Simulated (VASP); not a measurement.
# Li in VASP: notebook

The runs below take Li through single point, with PBE.

All numbers are computed with VASP 6.6.1; they aren't measurements. Logs are shortened: lines on timing, memory, paths and dates and some standing lists are left out, and cuts for length are marked.

## 1. The cell of the first run

The cell holds a sheet with vacuum, 2 atoms: a = 3.500 Å, b = 3.500 Å, c = 16.000 Å, α = 90.00°, β = 90.00°, γ = 90.00°.

## 2. Single point, PBE

INCAR

```
SYSTEM = Li
PREC = Accurate
ENCUT = 520
EDIFF = 1E-6
ISMEAR = 0
SIGMA = 0.1
LREAL = .FALSE.
LASPH = .TRUE.
NELM = 100
ALGO = Normal
ISIF = 2
LWAVE = .FALSE.
LCHARG = .FALSE.
LDIPOL = .TRUE.
IDIPOL = 3
DIPOL = 0.5 0.5 0.500
GGA = PE
NBANDS = 10
```

KPOINTS

```
Automatic mesh
0
G
  6 6 1
  0 0 0
```

POSCAR

```
Li
1.0
    3.5000000000      0.0000000000      0.0000000000
    0.0000000000      3.5000000000      0.0000000000
    0.0000000000      0.0000000000     16.0000000000
Li
2
Direct
    0.0000000000      0.5000000000      0.4453125000
    0.5000000000      0.0000000000      0.5546875000
```

Potentials or basis: VASP PAW PBE potentials, release 64 (Li_sv).

Command:

```bash
$ cat potpaw_PBE.64/Li_sv/POTCAR > POTCAR
$ mpirun -np 1 vasp_std > vasp.out
```

OUTCAR:

```text
SYSTEM = Li
   PREC = Accurate
   ENCUT = 520
   EDIFF = 1E-6
   ISMEAR = 0
   LREAL = .FALSE.
   LASPH = .TRUE.
   NELM = 100
   ISIF = 2
   GGA = PE

 ion  position               nearest neighbor table
   1  0.000  0.500  0.445-
   2  0.500  0.000  0.555-

  LATTYP: Found a simple tetragonal cell.
 ALAT       =     3.5000000000
 C/A-ratio  =     4.5714285714

  Lattice vectors:

 A1 = (   3.5000000000,   0.0000000000,   0.0000000000)
 A2 = (   0.0000000000,   3.5000000000,   0.0000000000)
 A3 = (   0.0000000000,   0.0000000000,  16.0000000000)

Analysis of symmetry for initial positions (statically):
=====================================================================
 Subroutine PRICEL returns:
 Original cell was already a primitive cell.

 Routine SETGRP: Setting up the symmetry group for a
 simple tetragonal supercell.

 Subroutine GETGRP returns: Found 16 space group operations
 (whereof  8 operations were pure point group operations)
 out of a pool of 16 trial point group operations.

The static configuration has the point symmetry D_2d.
 The point group associated with its full space group is D_4h.

Analysis of symmetry for dynamics (positions and initial velocities):
=====================================================================
 Subroutine PRICEL returns:
 Original cell was already a primitive cell.

 Routine SETGRP: Setting up the symmetry group for a
 simple tetragonal supercell.

 Subroutine GETGRP returns: Found 16 space group operations
 (whereof  8 operations were pure point group operations)
 out of a pool of 16 trial point group operations.

The dynamic configuration has the point symmetry D_2d.
 The point group associated with its full space group is D_4h.

 Subroutine INISYM returns: Found 16 space group operations
 (whereof  8 operations are pure point group operations),
 and found     1 'primitive' translations

----------------------------------------------------------------------------------------

                                     Primitive cell

  volume of cell :     196.0000

  direct lattice vectors                    reciprocal lattice vectors
     3.500000000  0.000000000  0.000000000     0.285714286  0.000000000  0.000000000
     0.000000000  3.500000000  0.000000000     0.000000000  0.285714286  0.000000000
     0.000000000  0.000000000 16.000000000     0.000000000  0.000000000  0.062500000

  length of vectors
     3.500000000  3.500000000 16.000000000     0.285714286  0.285714286  0.062500000

  position of ions in fractional coordinates (direct lattice)
     0.000000000  0.500000000  0.445312500
     0.500000000  0.000000000  0.554687500

  ion indices of the primitive-cell ions
   primitive index   ion index
                 1           1
                 2           2

----------------------------------------------------------------------------------------

 KPOINTS: Automatic mesh

Automatic generation of k-mesh.
 Grid dimensions read from file:
 generate k-points for:    6    6    1

 Generating k-lattice:

  Cartesian coordinates                     Fractional coordinates (reciprocal lattice)
     0.047619048  0.000000000  0.000000000     0.166666667  0.000000000  0.000000000
     0.000000000  0.047619048  0.000000000     0.000000000  0.166666667  0.000000000
     0.000000000  0.000000000  0.062500000     0.000000000  0.000000000  1.000000000

  Length of vectors
     0.047619048  0.047619048  0.062500000

  Shift w.r.t. Gamma in fractional coordinates (k-lattice)
     0.000000000  0.000000000  0.000000000

 Subroutine IBZKPT returns following result:
 ===========================================

 Found     10 irreducible k-points:

 Following reciprocal coordinates:
            Coordinates               Weight
  0.000000  0.000000  0.000000      1.000000
  0.166667  0.000000  0.000000      4.000000
  0.333333  0.000000  0.000000      4.000000
  0.500000  0.000000  0.000000      2.000000
  0.166667  0.166667  0.000000      4.000000
  0.333333  0.166667  0.000000      8.000000
  0.500000  0.166667  0.000000      4.000000
  0.333333  0.333333  0.000000      4.000000
  0.500000  0.333333  0.000000      4.000000
  0.500000  0.500000  0.000000      1.000000
   k-points           NKPTS =     10   k-points in BZ     NKDIM =     10   number of bands    NBANDS=     10
   number of dos      NEDOS =    301   number of ions     NIONS =      2
   total plane-waves  NPLWV =  94080
   dimension x,y,z NGX =    28 NGY =   28 NGZ =  120
   dimension x,y,z NGXF=    56 NGYF=   56 NGZF=  240
   ions per type =               2
   NGX,Y,Z   is equivalent  to a cutoff of  13.30, 13.30, 12.47 a.u.
   NGXF,Y,Z  is equivalent  to a cutoff of  26.60, 26.60, 24.94 a.u.
 SYSTEM =  Li
   PREC   = accura    normal or accurate (medium, high low for compatibility)
   ISTART =      0    job   : 0-new  1-cont  2-samecut
   ICHARG =      2    charge: 1-file 2-atom 10-const
   ISPIN  =      1    spin polarized calculation?
   LNONCOLLINEAR =      F non collinear calculations
   LSORBIT =      F    spin-orbit coupling
   LASPH  =      T    aspherical Exc in radial PAW
   ENCUT  =  520.0 eV  38.22 Ry    6.18 a.u.   6.51  6.51 29.75*2*pi/ulx,y,z
   NELM   =    100;   NELMIN=  2; NELMDL= -5     # of ELM steps
   EDIFF  = 0.1E-05   stopping-criterion for ELM
   LREAL  =      F    real-space projection
[... 7 lines left out ...]
   TEBEG  =    0.0;   TEEND  =   0.0 temperature during run
   PSTRESS=    0.0 pullay stress
   NELECT =       6.0000    total number of electrons
   NUPDOWN=      -1.0000    fix difference up-down
   EMIN   =  10.00;   EMAX   =-10.00  energy-range for DOS
   EFERMI =   0.00;   METHOD = LEGACY
   ISMEAR =     0;   SIGMA  =   0.10  broadening in eV -4-tet -1-fermi 0-gaus
   EFERMI_NEDOS =   21; number of points for ismear=-14 and -15
   IALGO  =     38    algorithm
   IMIX   =      4    mixing-type and parameters
     AMIX     =   0.40;   BMIX     =  1.00
     AMIX_MAG =   1.60;   BMIX_MAG =  1.00
  volume/ion in A,a.u.               =      98.00       661.34
  Fermi-wavevector in a.u.,A,eV,Ry     =   0.512122  0.967770  3.568382  0.262269
  Thomas-Fermi vector in A             =   1.525951
   LORBIT       =      0    0 simple, 1 ext, 2 COOP (PROOUT), +10 PAW based schemes
   GGA     = PE    functional components
   LHFCALC =     F    Hartree Fock is set to
   AEXX    =    0.0000 exact exchange contribution
   IVDW    =     0    specifies the selected vdW correction
   LEPSILON=     F    determine dielectric tensor
   LRPA    =     F    only Hartree local field effects (RPA)
 non-spin polarized calculation
 Gauss-broadening in eV      SIGMA  =   0.10
  energy-cutoff  :      520.00
  volume of cell :      196.00
 maximum number of plane-waves:      5355
 NGX is ok and might be reduce to    28
   NGX = 13   NGY = 13   NGZ = 59

 dipolmoment           0.000000      0.000000      0.000000 electrons x Angstroem

 number of electron       6.0000011 magnetization

 dipolmoment           0.000000      0.000000     -0.000000 electrons x Angstroem

 Free energy of the ion-electron system (eV)
  ---------------------------------------------------
  ext. energy  EPLUGINS =         0.00000000
  ---------------------------------------------------
  free energy    TOTEN  =        -3.05256655 eV

  energy without entropy =       -3.03882679  energy(sigma->0) =       -3.04569667

 E-fermi :  -2.1348     XC(G=0):  -2.6380

 val. band max:       -2.2263418588   @ k =   0.1667   0.0000   0.0000
 cond. band min:      -2.0973193523   @ k =   0.5000   0.1667   0.0000
 fundamental gap:      0.1290225065
 Fermi energy:        -2.1347867758

 k-point     1 :       0.0000    0.0000    0.0000
  band No.  band energies     occupation
      1     -49.4542      2.00000
      2     -49.4415      2.00000
      3      -4.6772      2.00000
      4      -2.5137      2.00000
      5      -0.7285      0.00000
      6       0.9344      0.00000
      7       1.0089      0.00000
      8       3.1832      0.00000
      9       3.7302      0.00000
     10       4.2678      0.00000

 k-point     2 :       0.1667    0.0000    0.0000
  band No.  band energies     occupation
      1     -49.4530      2.00000
      2     -49.4421      2.00000
      3      -4.4145      2.00000
      4      -2.2263      1.80461
      5      -0.4053      0.00000
      6       1.2694      0.00000
      7       1.2706      0.00000
      8       2.2558      0.00000
      9       3.5003      0.00000
     10       4.1400      0.00000

 k-point     3 :       0.3333    0.0000    0.0000
  band No.  band energies     occupation
      1     -49.4501      2.00000
      2     -49.4438      2.00000
      3      -3.6304      2.00000
      4      -1.5294      0.00000
      5      -0.0320      0.00000
      6       0.5117      0.00000
      7       2.1923      0.00000
      8       2.3950      0.00000
      9       2.8595      0.00000
     10       4.5898      0.00000

 k-point     4 :       0.5000    0.0000    0.0000
  band No.  band energies     occupation
      1     -49.4467      2.00000
      2     -49.4467      2.00000
      3      -2.3652      1.99888
      4      -2.3652      1.99888
      5       0.3851      0.00000
      6       0.3851      0.00000
      7       2.4695      0.00000
      8       2.4695      0.00000
      9       3.9483      0.00000
     10       3.9483      0.00000

 k-point     5 :       0.1667    0.1667    0.0000
  band No.  band energies     occupation
      1     -49.4520      2.00000
      2     -49.4425      2.00000
      3      -4.1511      2.00000
      4      -1.9319      0.00411
      5      -0.0806      0.00000
      6       1.5956      0.00000
      7       1.6049      0.00000
      8       1.8513      0.00000
      9       3.3296      0.00000
     10       3.8207      0.00000

 k-point     6 :       0.3333    0.1667    0.0000
  band No.  band energies     occupation
      1     -49.4494      2.00000
      2     -49.4440      2.00000
      3      -3.3660      2.00000
      4      -1.2008      0.00000
      5       0.0906      0.00000
      6       0.8422      0.00000
      7       2.5201      0.00000
      8       2.6138      0.00000
      9       3.0850      0.00000
     10       3.8673      0.00000

 k-point     7 :       0.5000    0.1667    0.0000
  band No.  band energies     occupation
      1     -49.4464      2.00000
      2     -49.4464      2.00000
      3      -2.0973      0.59620
      4      -2.0973      0.59620
      5       0.6417      0.00000
      6       0.6417      0.00000
      7       2.7668      0.00000
      8       2.7668      0.00000
      9       4.2500      0.00000
     10       4.2500      0.00000

 k-point     8 :       0.3333    0.3333    0.0000
  band No.  band energies     occupation
      1     -49.4477      2.00000
      2     -49.4446      2.00000
      3      -2.5880      2.00000
      4      -0.2342      0.00000
      5      -0.1066      0.00000
      6       1.7976      0.00000
      7       2.3722      0.00000
      8       3.2182      0.00000
      9       3.5184      0.00000
     10       3.8082      0.00000

 k-point     9 :       0.5000    0.3333    0.0000
  band No.  band energies     occupation
      1     -49.4458      2.00000
      2     -49.4458      2.00000
      3      -1.3716      0.00000
      4      -1.3716      0.00000
      5       1.3416      0.00000
      6       1.3416      0.00000
      7       3.0348      0.00000
      8       3.0348      0.00000
      9       3.6741      0.00000
     10       3.6741      0.00000

 k-point    10 :       0.5000    0.5000    0.0000
  band No.  band energies     occupation
      1     -49.4455      2.00000
      2     -49.4455      2.00000
      3      -0.7694      0.00000
      4      -0.7694      0.00000
      5       1.6298      0.00000
      6       1.6298      0.00000
      7       2.5583      0.00000
      8       2.5583      0.00000
      9       3.4039      0.00000
     10       3.4039      0.00000

------------------------ aborting loop because EDIFF is reached ----------------------------------------

 vacuum level on the upper side and lower side of the slab       (xc-potential included)        -0.144        -0.144

  FORCE on cell =-STRESS in cart. coord.  units (eV):
  Direction    XX          YY          ZZ          XY          YZ          ZX
  --------------------------------------------------------------------------------------
  -------------------------------------------------------------------------------------
  Total       -0.8035597     -0.8035597      0.0903526      0.0000000      0.0000000      0.0000000
  in kB       -6.5685974     -6.5685974      0.7385762      0.0000000      0.0000000      0.0000000
  external PRESSURE =      -4.1328729 kB  Pullay stress =       0.0000000 kB

 VOLUME and BASIS-vectors are now :
 -----------------------------------------------------------------------------
  energy-cutoff  :      520.00
  volume of cell :      196.00
      direct lattice vectors                 reciprocal lattice vectors
     3.500000000  0.000000000  0.000000000     0.285714286  0.000000000  0.000000000
     0.000000000  3.500000000  0.000000000     0.000000000  0.285714286  0.000000000
     0.000000000  0.000000000 16.000000000     0.000000000  0.000000000  0.062500000

 POSITION                                       TOTAL-FORCE (eV/Angst)
 -----------------------------------------------------------------------------------
      0.00000      1.75000      7.12500        -0.000000      0.000000     -0.067390
      1.75000      0.00000      8.87500         0.000000      0.000000      0.067390
 -----------------------------------------------------------------------------------
    total drift:                                0.000000      0.000000      0.000000

  FREE ENERGIE OF THE ION-ELECTRON SYSTEM (eV)
  ---------------------------------------------------
  free  energy   TOTEN  =        -3.0525665510 eV

  energy  without entropy=       -3.0388267852  energy(sigma->0) =       -3.04569667

 vacuum level on the upper side and lower side of the slab         0.801         0.801
```

Run time: 27 s. Hardware: 1 thread of Intel Xeon 6975P-C, shared host; peak memory 0.27 GiB.

What came out:

* Free energy: -3.0526 eV
* Largest force: 0.067 eV/Å
* Band gap on the k mesh: zero (band 3 reaches -0.77 eV, above the bottom of band 4 at -2.51 eV)

Forces in eV/Å, atoms in the order of the input:
```
Li   0.000  0.000 -0.067
Li   0.000  0.000  0.067
```

Caveat: the cutoff is under 1.25 times the usual one of these potentials, so pressure, stress and relaxed cells hold a basis-set (Pulay) error.

## 3. Single point, PBE

This run uses another cell than the first one, of 118.46 Å³/atom, 1.209 times its volume.

INCAR

```
SYSTEM = Li
PREC = Accurate ; ENCUT = 520
EDIFF = 1E-6 ; ISMEAR = 0
SIGMA = 0.1 ; LREAL = .False.
LASPH = .True. ; NELM = 100
ALGO = Normal ; ISIF = 2
LWAVE = .False. ; LCHARG = .True.
LDIPOL = .True. ; IDIPOL = 3
DIPOL = 0.5 0.5 0.293 ; GGA = PE
LELF = .True. ; LVHAR = .True.
LVACPOTAV = .True. ; NBANDS = 10
```

KPOINTS

```
Automatic mesh
0
Gamma
  6 6 1
  0 0 0
```

POSCAR

```
Li
1.0
    2.9459160318      0.0000000000      0.0000000000
    0.0000000000      2.9459160318      0.0000000000
    0.0000000000      0.0000000000     27.3000000000
Li
2
Direct
    0.0000000000      0.5000000000      0.2524404821
    0.5000000000      0.0000000000      0.3336401040
```

Potentials or basis: VASP PAW PBE potentials, release 64 (Li_sv).

Command:

```bash
$ cat potpaw_PBE.64/Li_sv/POTCAR > POTCAR
$ mpirun -np 1 vasp_std > vasp.out
```

Run time: 39 s. Hardware: 1 thread of Intel Xeon 6975P-C, shared host; peak memory 0.31 GiB.

The run converged. Its results:

| Property | Result |
| --- | --- |
| Free energy | -3.2382 eV |
| Band gap on the k mesh | zero (band 3 reaches -0.10 eV, above the bottom of band 4 at -3.62 eV) |

Levels at points of the mesh, in eV from the Fermi level:
```
           k point  band 1  band 2  band 3  band 4  band 5  band 6  band 7  band 8
(0.00, 0.00, 0.00)  -46.93  -46.92   -2.99   -0.91    0.61    3.09    3.36    3.79
(0.50, 0.00, 0.00)  -46.92  -46.92   -0.02   -0.02    3.38    3.38    5.02    5.02
(0.50, 0.50, 0.00)  -46.91  -46.91    2.61    2.61    5.22    5.22    5.33    5.33
```

Caveat: the cutoff is under 1.25 times the usual one of these potentials, so pressure, stress and relaxed cells hold a basis-set (Pulay) error.
